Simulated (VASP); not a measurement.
Runs of VASP 6.6.1 on Co. The structure is that of space group Pm-3m (No. 221), or close to it. The cells are those of the table. This isn't the form of Co at room conditions, which is hcp.

| task | cell | k mesh | gap on the mesh (eV) | pressure (GPa) |
| --- | --- | --- | --- | --- |
| single point | a = 2.219 Å, 1 atom | 16 × 16 × 16 | none | 8.5 |
| single point | a = 2.250 Å, 1 atom | 14 × 14 × 14 | none | (a) |
| relaxation of cell and atoms | relaxed from a = 2.287 Å, 1 atom | 14 × 14 × 14 | none | -0.1 |
| single point | a = 2.250 Å, 1 atom | 16 × 16 × 16 | none | -1.0 |
| single point | a = 2.188 Å, 1 atom | 16 × 16 × 16 | none | 20.0 |

Alike in all rows: level PBEsol; potentials or basis VASP PAW PBE potentials, release 64 (Co_sv); no spin polarisation; cutoff (eV) 690; smearing fermi-dirac 0.1 eV.

Question: Fill in the values left out.

Answer: (a) -1.1.

Caveats: the PAW data sets were made with another functional, which shifts forces and pressure a little; the run has no spin polarisation, though such a crystal can be magnetic; the cell stands under pressure (at least some runs).

A gap of «none» marks levels without a gap at the run's occupations.
